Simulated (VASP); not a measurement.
# BaO in VASP: notebook

The runs below take BaO through single point, relaxation of cell and atoms, with PBE.

All numbers are computed with VASP 6.6.1; they aren't measurements. Logs are shortened: lines on timing, memory, paths and dates and some standing lists are left out, and cuts for length are marked.

## 1. The cell of the first run

It takes space group Fm-3m (No. 225, cubic). The conventional cell has a = 5.573 Å, b = 5.573 Å, c = 5.573 Å, α = 90.00°, β = 90.00°, γ = 90.00°. Ba (site symmetry m-3m) has 6 O at 2.79 Å within 3.7 Å. O (site symmetry m-3m) has 6 Ba at 2.79 Å within 3.7 Å.

## 2. Single point, PBE

Contents of INCAR:

```
SYSTEM = BaO
ALGO = Normal
EDIFF = 1E-7
ENCUT = 520
GGA = PE
ISIF = 2
ISMEAR = 0
LASPH = .True.
LCHARG = .True.
LELF = .True.
LREAL = .False.
LVHAR = .True.
LWAVE = .False.
NBANDS = 15
NELM = 100
PREC = Accurate
SIGMA = 0.02
```

Contents of KPOINTS:

```
k-points
0
Gamma
  8 8 8
  0 0 0
```

Contents of POSCAR:

```
BaO
1.0
    0.0000000000      2.7866632410      2.7866632410
    2.7866632410      0.0000000000      2.7866632410
    2.7866632410      2.7866632410      0.0000000000
Ba O
1 1
Direct
    0.0000000000      0.0000000000      0.0000000000
    0.5000000000      0.5000000000      0.5000000000
```

Potentials or basis: VASP PAW PBE potentials, release 64 (Ba_sv, O).

On the command line:

```
> cat potpaw_PBE.64/Ba_sv/POTCAR potpaw_PBE.64/O/POTCAR > POTCAR
> mpirun -np 1 vasp_std > vasp.out
```

OUTCAR:

```text
SYSTEM = BaO
   EDIFF = 1E-7
   ENCUT = 520
   GGA = PE
   ISIF = 2
   ISMEAR = 0
   LASPH = .True.
   LREAL = .False.
   NELM = 100
   PREC = Accurate

 ion  position               nearest neighbor table
   1  0.000  0.000  0.000-   2 2.79   2 2.79   2 2.79   2 2.79   2 2.79   2 2.79
   2  0.500  0.500  0.500-   1 2.79   1 2.79   1 2.79   1 2.79   1 2.79   1 2.79

  LATTYP: Found a face centered cubic cell.
 ALAT       =     5.5733264820

  Lattice vectors:

 A1 = (   0.0000000000,   2.7866632410,   2.7866632410)
 A2 = (   2.7866632410,   0.0000000000,   2.7866632410)
 A3 = (   2.7866632410,   2.7866632410,   0.0000000000)

Analysis of symmetry for initial positions (statically):
=====================================================================
 Subroutine PRICEL returns:
 Original cell was already a primitive cell.

 Routine SETGRP: Setting up the symmetry group for a
 face centered cubic supercell.

 Subroutine GETGRP returns: Found 48 space group operations
 (whereof 48 operations were pure point group operations)
 out of a pool of 48 trial point group operations.

The static configuration has the point symmetry O_h .

Analysis of symmetry for dynamics (positions and initial velocities):
=====================================================================
 Subroutine PRICEL returns:
 Original cell was already a primitive cell.

 Routine SETGRP: Setting up the symmetry group for a
 face centered cubic supercell.

 Subroutine GETGRP returns: Found 48 space group operations
 (whereof 48 operations were pure point group operations)
 out of a pool of 48 trial point group operations.

The dynamic configuration has the point symmetry O_h .

 Subroutine INISYM returns: Found 48 space group operations
 (whereof 48 operations are pure point group operations),
 and found     1 'primitive' translations

----------------------------------------------------------------------------------------

                                     Primitive cell

  volume of cell :      43.2796

  direct lattice vectors                    reciprocal lattice vectors
     0.000000000  2.786663241  2.786663241    -0.179426058  0.179426058  0.179426058
     2.786663241  0.000000000  2.786663241     0.179426058 -0.179426058  0.179426058
     2.786663241  2.786663241  0.000000000     0.179426058  0.179426058 -0.179426058

  length of vectors
     3.940936949  3.940936949  3.940936949     0.310775048  0.310775048  0.310775048

  position of ions in fractional coordinates (direct lattice)
     0.000000000  0.000000000  0.000000000
     0.500000000  0.500000000  0.500000000

  ion indices of the primitive-cell ions
   primitive index   ion index
                 1           1
                 2           2

----------------------------------------------------------------------------------------

 KPOINTS: k-points

Automatic generation of k-mesh.
 Grid dimensions read from file:
 generate k-points for:    8    8    8

 Generating k-lattice:

  Cartesian coordinates                     Fractional coordinates (reciprocal lattice)
    -0.022428257  0.022428257  0.022428257     0.125000000  0.000000000  0.000000000
     0.022428257 -0.022428257  0.022428257     0.000000000  0.125000000  0.000000000
     0.022428257  0.022428257 -0.022428257     0.000000000  0.000000000  0.125000000

  Length of vectors
     0.038846881  0.038846881  0.038846881

  Shift w.r.t. Gamma in fractional coordinates (k-lattice)
     0.000000000  0.000000000  0.000000000

 Subroutine IBZKPT returns following result:
 ===========================================

 Found     29 irreducible k-points:

 Following reciprocal coordinates:
            Coordinates               Weight
  0.000000  0.000000  0.000000      1.000000
  0.125000  0.000000  0.000000      8.000000
  0.250000  0.000000  0.000000      8.000000
  0.375000  0.000000  0.000000      8.000000
  0.500000  0.000000  0.000000      4.000000
  0.125000  0.125000  0.000000      6.000000
[... 16 lines left out ...]
  0.500000  0.250000  0.125000     48.000000
 -0.375000  0.250000  0.125000     24.000000
 [... further k-points ...]
   k-points           NKPTS =     29   k-points in BZ     NKDIM =     29   number of bands    NBANDS=     15
   number of dos      NEDOS =    301   number of ions     NIONS =      2
   total plane-waves  NPLWV =  27000
   dimension x,y,z NGX =    30 NGY =   30 NGZ =   30
   dimension x,y,z NGXF=    60 NGYF=   60 NGZF=   60
   ions per type =               1   1
   NGX,Y,Z   is equivalent  to a cutoff of  12.66, 12.66, 12.66 a.u.
   NGXF,Y,Z  is equivalent  to a cutoff of  25.31, 25.31, 25.31 a.u.
 SYSTEM =  BaO
   PREC   = accura    normal or accurate (medium, high low for compatibility)
   ISTART =      0    job   : 0-new  1-cont  2-samecut
   ICHARG =      2    charge: 1-file 2-atom 10-const
   ISPIN  =      1    spin polarized calculation?
   LNONCOLLINEAR =      F non collinear calculations
   LSORBIT =      F    spin-orbit coupling
   LASPH  =      T    aspherical Exc in radial PAW
   ENCUT  =  520.0 eV  38.22 Ry    6.18 a.u.   7.33  7.33  7.33*2*pi/ulx,y,z
   NELM   =    100;   NELMIN=  2; NELMDL= -5     # of ELM steps
   EDIFF  = 0.1E-06   stopping-criterion for ELM
   LREAL  =      F    real-space projection
   EDIFFG = 0.1E-05   stopping-criterion for IOM
   NSW    =      0    number of steps for IOM
   IBRION =     -1    ionic relax: 0-MD 1-quasi-New 2-CG
   NFREE  =      0    steps in history (QN), initial steepest desc. (CG)
   ISIF   =      2    stress and relaxation
   ISYM   =      2    0-nonsym 1-usesym 2-fastsym
   POTIM  = 0.5000    time-step for ionic-motion
   TEBEG  =    0.0;   TEEND  =   0.0 temperature during run
   PSTRESS=    0.0 pullay stress
   NELECT =      16.0000    total number of electrons
   NUPDOWN=      -1.0000    fix difference up-down
   EMIN   =  10.00;   EMAX   =-10.00  energy-range for DOS
   EFERMI =   0.00;   METHOD = LEGACY
   ISMEAR =     0;   SIGMA  =   0.02  broadening in eV -4-tet -1-fermi 0-gaus
   EFERMI_NEDOS =   21; number of points for ismear=-14 and -15
   IALGO  =     38    algorithm
   IMIX   =      4    mixing-type and parameters
     AMIX     =   0.40;   BMIX     =  1.00
     AMIX_MAG =   1.60;   BMIX_MAG =  1.00
  volume/ion in A,a.u.               =      21.64       146.03
  Fermi-wavevector in a.u.,A,eV,Ry     =   1.174953  2.220338 18.783027  1.380514
  Thomas-Fermi vector in A             =   2.311341
   LORBIT       =      0    0 simple, 1 ext, 2 COOP (PROOUT), +10 PAW based schemes
   GGA     = PE    functional components
   LHFCALC =     F    Hartree Fock is set to
   AEXX    =    0.0000 exact exchange contribution
   IVDW    =     0    specifies the selected vdW correction
   LEPSILON=     F    determine dielectric tensor
   LRPA    =     F    only Hartree local field effects (RPA)
 non-spin polarized calculation
 Gauss-broadening in eV      SIGMA  =   0.02
  energy-cutoff  :      520.00
  volume of cell :       43.28
 maximum number of plane-waves:      1211
 NGX is ok and might be reduce to    30
   NGX = 15   NGY = 15   NGZ = 15

 number of electron      16.0000000 magnetization

 Free energy of the ion-electron system (eV)
  ---------------------------------------------------
  ext. energy  EPLUGINS =         0.00000000
  ---------------------------------------------------
  free energy    TOTEN  =       -11.80449178 eV

  energy without entropy =      -11.80449178  energy(sigma->0) =      -11.80449178

 E-fermi :   1.9056     XC(G=0):  -9.5345

 val. band max:        1.7485485383   @ k =   0.5000   0.5000   0.0000
 cond. band min:       3.7845820281   @ k =   0.5000   0.5000   0.0000
 fundamental gap:      2.0360334898
 Fermi energy:         1.9055882693

 k-point     1 :       0.0000    0.0000    0.0000
  band No.  band energies     occupation
      1     -24.1643      2.00000
      2     -13.2135      2.00000
      3      -8.7110      2.00000
      4      -8.7110      2.00000
      5      -8.7110      2.00000
      6       1.4540      2.00000
      7       1.4540      2.00000
      8       1.4540      2.00000
      9       5.2148      0.00000
     10       6.4410      0.00000
     11       6.4410      0.00000
     12       6.4410      0.00000
     13       8.6605      0.00000
     14       8.6605      0.00000
     15      11.7092      0.00000

 k-point     2 :       0.1250    0.0000    0.0000
  band No.  band energies     occupation
      1     -24.1309      2.00000
      2     -13.3128      2.00000
      3      -8.7460      2.00000
      4      -8.7286      2.00000
      5      -8.7286      2.00000
      6       1.1219      2.00000
      7       1.2609      2.00000
      8       1.2609      2.00000
      9       5.8446      0.00000
     10       6.3251      0.00000
     11       6.7243      0.00000
     12       6.7243      0.00000
     13       9.0464      0.00000
     14       9.0464      0.00000
     15      12.6439      0.00000

 k-point     3 :       0.2500    0.0000    0.0000
  band No.  band energies     occupation
      1     -24.0484      2.00000
      2     -13.5532      2.00000
      3      -8.8246      2.00000
      4      -8.7703      2.00000
      5      -8.7703      2.00000
      6       0.5038      2.00000
      7       0.8484      2.00000
      8       0.8484      2.00000
      9       6.2136      0.00000
     10       7.4267      0.00000
     11       7.4893      0.00000
     12       7.4893      0.00000
     13      10.0059      0.00000
     14      10.0059      0.00000
     15      14.6558      0.00000
[... 343 lines left out ...]
 k-point    23 :       0.5000    0.2500    0.1250
  band No.  band energies     occupation
      1     -23.9218      2.00000
      2     -13.6914      2.00000
      3      -9.2811      2.00000
      4      -9.1607      2.00000
      5      -8.8270      2.00000
      6       0.3776      2.00000
      7       0.6357      2.00000
      8       1.2305      2.00000
      9       5.8946      0.00000
     10       7.6870      0.00000
     11       9.0299      0.00000
     12       9.1867      0.00000
     13      11.1455      0.00000
     14      12.5722      0.00000
     15      14.4038      0.00000

 k-point    24 :      -0.3750    0.2500    0.1250
  band No.  band energies     occupation
      1     -23.8935      2.00000
      2     -13.7357      2.00000
      3      -9.3011      2.00000
      4      -9.2983      2.00000
      5      -8.8195      2.00000
      6       0.2841      2.00000
      7       0.8661      2.00000
      8       0.9350      2.00000
      9       6.5878      0.00000
     10       7.1874      0.00000
     11       9.4904      0.00000
     12       9.5405      0.00000
     13      11.6903      0.00000
     14      13.3760      0.00000
     15      13.7232      0.00000

 [... further k-points ...]

------------------------ aborting loop because EDIFF is reached ----------------------------------------

  FORCE on cell =-STRESS in cart. coord.  units (eV):
  Direction    XX          YY          ZZ          XY          YZ          ZX
  --------------------------------------------------------------------------------------
  -------------------------------------------------------------------------------------
  Total        0.4295417      0.4295417      0.4295417      0.0000000     -0.0000000      0.0000000
  in kB       15.9012918     15.9012918     15.9012918      0.0000000     -0.0000000      0.0000000
  external PRESSURE =      15.9012918 kB  Pullay stress =       0.0000000 kB

 VOLUME and BASIS-vectors are now :
 -----------------------------------------------------------------------------
  energy-cutoff  :      520.00
  volume of cell :       43.28
      direct lattice vectors                 reciprocal lattice vectors
     0.000000000  2.786663241  2.786663241    -0.179426058  0.179426058  0.179426058
     2.786663241  0.000000000  2.786663241     0.179426058 -0.179426058  0.179426058
     2.786663241  2.786663241  0.000000000     0.179426058  0.179426058 -0.179426058

 POSITION                                       TOTAL-FORCE (eV/Angst)
 -----------------------------------------------------------------------------------
      0.00000      0.00000      0.00000        -0.000000      0.000000      0.000000
      2.78666      2.78666      2.78666         0.000000     -0.000000     -0.000000
 -----------------------------------------------------------------------------------
    total drift:                                0.000000      0.000000      0.000000

  FREE ENERGIE OF THE ION-ELECTRON SYSTEM (eV)
  ---------------------------------------------------
  free  energy   TOTEN  =       -11.8044917847 eV

  energy  without entropy=      -11.8044917847  energy(sigma->0) =      -11.80449178
```

It took 36 s on 1 thread of Intel Xeon 8259CL, shared host; peak memory 0.18 GiB.

Results:

| Item | Value |
| --- | --- |
| Free energy | -11.8045 eV |
| Pressure | 1.6 GPa |
| Band gap on the k mesh | 2.04 eV, direct |

Caveat: spin-orbit coupling is left out, which moves the levels of the heavy elements. A k mesh can miss the band edges.

(Continued in part 2 of 2.)
